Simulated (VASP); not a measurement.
# ZnS in VASP: notebook, part 2 of 2

VASP 6.6.1. Earlier steps stand in the parts before.

### 5 Single point, PBEsol

This run uses another cell than the first one, of 19.21 Å³/atom, 1.005 times its volume.

INCAR

```
SYSTEM = ZnS
PREC     = Accurate       ! precision mode
ENCUT    = 520            ! plane-wave cutoff, eV
EDIFF    = 1E-6           ! SCF threshold, eV
ISMEAR   = 0              ! smearing method
SIGMA    = 0.01           ! smearing width, eV
LREAL    = .False.        ! projectors in reciprocal space
LASPH    = .True.         ! aspherical terms in the spheres
NELM     = 60             ! most SCF steps
ALGO     = Normal         ! electronic algorithm
ISIF     = 2              ! what is computed and relaxed
LWAVE    = .False.        ! write WAVECAR
LCHARG   = .True.         ! write CHGCAR
GGA      = PS             ! functional
LELF     = .True.         ! ELF
LVHAR    = .True.       
NBANDS   = 16             ! bands
```

KPOINTS

```
Automatic mesh
0
Gamma
  10 10 10
  0 0 0
```

POSCAR

```
ZnS
1.0
    0.0000000000      2.6782590749      2.6782590749
    2.6782590749      0.0000000000      2.6782590749
    2.6782590749      2.6782590749      0.0000000000
Zn S
1 1
Direct
    0.0000000000      0.0000000000      0.0000000000
    0.7500000000      0.7500000000      0.7500000000
```

Command:

```bash
> cat potpaw_PBE.64/Zn/POTCAR potpaw_PBE.64/S/POTCAR > POTCAR
> mpirun -np 1 vasp_std > vasp.out
```

It took 60 s on 1 thread of AMD EPYC 7R13, shared host; peak memory 0.14 GiB.

It converged, with:

- Free energy: -7.5889 eV
- Pressure: 0.2 GPa
- Band gap on the k mesh: 2.09 eV, direct

Levels at points of the mesh, in eV from the valence-band top:
```csv
k point,band 7,band 8,band 9,band 10,band 11,band 12
"(0.00, 0.00, 0.00)",0.00,0.00,0.00,2.09,6.29,6.29
"(0.50, 0.00, 0.00)",-5.54,-0.92,-0.92,3.24,6.82,6.82
"(0.50, 0.50, 0.00)",-4.71,-2.35,-2.35,3.18,3.96,11.02
```

Caveat: the PAW data sets were made with another functional, which shifts forces and pressure a little. A hybrid or GW would open this gap; PBEsol tends to underestimate it.

### 6 Relaxation of cell and atoms, PBEsol

This run uses another cell than the first one, of 19.21 Å³/atom, 1.005 times its volume.

INCAR

```
SYSTEM = ZnS
ALGO = Normal ; EDIFF = 1E-7
EDIFFG = -0.001 ; ENCUT = 600
GGA = PS ; IBRION = 2
ISIF = 3 ; ISMEAR = 0
LASPH = .TRUE. ; LCHARG = .FALSE.
LREAL = .FALSE. ; LWAVE = .FALSE.
NELM = 80 ; NSW = 80
PREC = Accurate ; SIGMA = 0.01
```

KPOINTS

```
k-points
0
G
  10 10 10
  0 0 0
```

POSCAR is that of step 5.

Potentials or basis: VASP PAW PBE potentials, release 64 (Zn, S).

Command:

```bash
> cat potpaw_PBE.64/Zn/POTCAR potpaw_PBE.64/S/POTCAR > POTCAR
> mpirun -np 1 vasp_std > vasp.out
```

OUTCAR:

```text
SYSTEM = ZnS
   EDIFF = 1E-7
   EDIFFG = -0.001
   ENCUT = 600
   GGA = PS
   IBRION = 2
   ISIF = 3
   ISMEAR = 0
   LASPH = .TRUE.
   LREAL = .FALSE.
   NELM = 80
   NSW = 80
   PREC = Accurate

 ion  position               nearest neighbor table
   1  0.000  0.000  0.000-   2 2.32   2 2.32   2 2.32   2 2.32
   2  0.750  0.750  0.750-   1 2.32   1 2.32   1 2.32   1 2.32

  LATTYP: Found a face centered cubic cell.
 ALAT       =     5.3565181498

  Lattice vectors:

 A1 = (   0.0000000000,   2.6782590749,   2.6782590749)
 A2 = (   2.6782590749,   0.0000000000,   2.6782590749)
 A3 = (   2.6782590749,   2.6782590749,   0.0000000000)

Analysis of symmetry for initial positions (statically):
=====================================================================
 Subroutine PRICEL returns:
 Original cell was already a primitive cell.

 Routine SETGRP: Setting up the symmetry group for a
 face centered cubic supercell.

 Subroutine GETGRP returns: Found 24 space group operations
 (whereof 24 operations were pure point group operations)
 out of a pool of 48 trial point group operations.

The static configuration has the point symmetry T_d .

Analysis of symmetry for dynamics (positions and initial velocities):
=====================================================================
 Subroutine PRICEL returns:
[... 228 lines left out ...]
--------------------------------------- Ionic step        3  -------------------------------------------

 number of electron      18.0000011 magnetization

 Free energy of the ion-electron system (eV)
  ---------------------------------------------------
  ext. energy  EPLUGINS =         0.00000000
  ---------------------------------------------------
  free energy    TOTEN  =        -7.58910685 eV

  energy without entropy =       -7.58910685  energy(sigma->0) =       -7.58910685

 E-fermi :   2.3486     XC(G=0):  -9.9629

 val. band max:        2.2402620840   @ k =   0.0000   0.0000   0.0000
 cond. band min:       4.3227750564   @ k =   0.0000   0.0000   0.0000
 fundamental gap:      2.0825129724
 Fermi energy:         2.3486157564

 k-point     1 :       0.0000    0.0000    0.0000
  band No.  band energies     occupation
      1     -11.0862      2.00000
      2      -4.2317      2.00000
      3      -4.2317      2.00000
      4      -4.2317      2.00000
      5      -3.7037      2.00000
      6      -3.7037      2.00000
      7       2.2403      2.00000
      8       2.2403      2.00000
      9       2.2403      2.00000
     10       4.3228      0.00000
     11       8.5309      0.00000
     12       8.5309      0.00000
     13       8.5309      0.00000
[... 354 lines left out ...]
  band No.  band energies     occupation
      1     -10.0637      2.00000
      2      -4.2759      2.00000
      3      -3.9728      2.00000
      4      -3.9648      2.00000
      5      -3.6834      2.00000
      6      -3.6424      2.00000
      7      -1.6149      2.00000
      8       0.1466      2.00000
      9       0.3697      2.00000
     10       6.1184      0.00000
     11       6.8693      0.00000
     12      10.9815      0.00000
     13      11.9651      0.00000

 [... further k-points ...]
[... 5 lines left out ...]
  --------------------------------------------------------------------------------------
  -------------------------------------------------------------------------------------
  Total       -0.0006443     -0.0006443     -0.0006443      0.0000000     -0.0000000     -0.0000000
  in kB       -0.0268028     -0.0268028     -0.0268028      0.0000000     -0.0000000     -0.0000000
  external PRESSURE =      -0.0268028 kB  Pullay stress =       0.0000000 kB
[... 17 lines left out ...]
  FREE ENERGIE OF THE ION-ELECTRON SYSTEM (eV)
  ---------------------------------------------------
  free  energy   TOTEN  =        -7.5891068463 eV

  energy  without entropy=       -7.5891068463  energy(sigma->0) =       -7.58910685

 reached required accuracy - stopping structural energy minimisation
```

CONTCAR:

```text
ZnS
   1.00000000000000
     0.0000000000000000    2.6804356538811822    2.6804356538811822
     2.6804356538811822   -0.0000000000000000    2.6804356538811822
     2.6804356538811822    2.6804356538811822    0.0000000000000000
  Zn              S
     1     1
Direct
     0.0000000000000000    0.0000000000000000    0.0000000000000000
     0.7500000000000000    0.7500000000000000    0.7500000000000000

  0.00000000E+00  0.00000000E+00  0.00000000E+00
  0.00000000E+00  0.00000000E+00  0.00000000E+00
```

Run time: 2.2 min. Hardware: 1 thread of AMD EPYC 7R13, shared host; peak memory 0.16 GiB.

Results:

```yaml
Free_energy: -7.5891 eV
Relaxed_volume: 19.26 Å³/atom
Relaxed_cell: a = 3.791 Å, b = 3.791 Å, c = 3.791 Å, α = 60.00°, β = 60.00°, γ = 60.00°
Space_group_after_relaxing_to_0.05_Å: F-43m (No. 216)
Energy_gained_by_relaxing: 0.0 meV/atom
Ionic_steps: 3
Pressure_after_relaxing: 0.0 GPa
Band_gap_on_the_k_mesh: 2.08 eV, direct
```

Final structure:
```
CELL_PARAMETERS angstrom
0.00000 2.68044 2.68044
2.68044 0.00000 2.68044
2.68044 2.68044 0.00000
ATOMIC_POSITIONS crystal
Zn 0.00000 0.00000 0.00000
S 0.75000 0.75000 0.75000
```

Caveat: the PAW data sets were made with another functional, which shifts forces and pressure a little.

### 7 The runs side by side

| task | cell | cutoff (eV) | smearing | gap on the mesh (eV) | pressure (GPa) |
| --- | --- | --- | --- | --- | --- |
| single point | a = 3.772, b = 3.772, c = 3.800 Å, angles 59.7, 59.7, 60.5°, 2 atoms | 520 | gaussian 0.02 eV | 2.08 | 0.6 |
| single point | a = 3.510 Å, angles 60.0°, 2 atoms | 520 | gaussian 0.01 eV | 2.55 | 30.4 |
| relaxation of cell and atoms | relaxed to 30 GPa from a = 3.788 Å, angles 60.0°, 2 atoms | 600 | gaussian 0.01 eV | 2.56 | 30.0 |
| single point | a = 3.788 Å, angles 60.0°, 2 atoms | 520 | gaussian 0.01 eV | 2.09 | 0.2 |
| relaxation of cell and atoms | relaxed from a = 3.788 Å, angles 60.0°, 2 atoms | 600 | gaussian 0.01 eV | 2.08 | 0.0 |

Alike in all rows: level PBEsol; potentials or basis VASP PAW PBE potentials, release 64 (Zn, S); no spin polarisation; k mesh 10 × 10 × 10.

Caveats: the PAW data sets were made with another functional, which shifts forces and pressure a little; the cell is relaxed towards a set pressure, so the enthalpy falls and the energy may rise (some runs); the volume moved by over 15 % at a fixed basis, so the end points are rough (some runs).

Absolute energies hang on the potentials; compare differences alone.
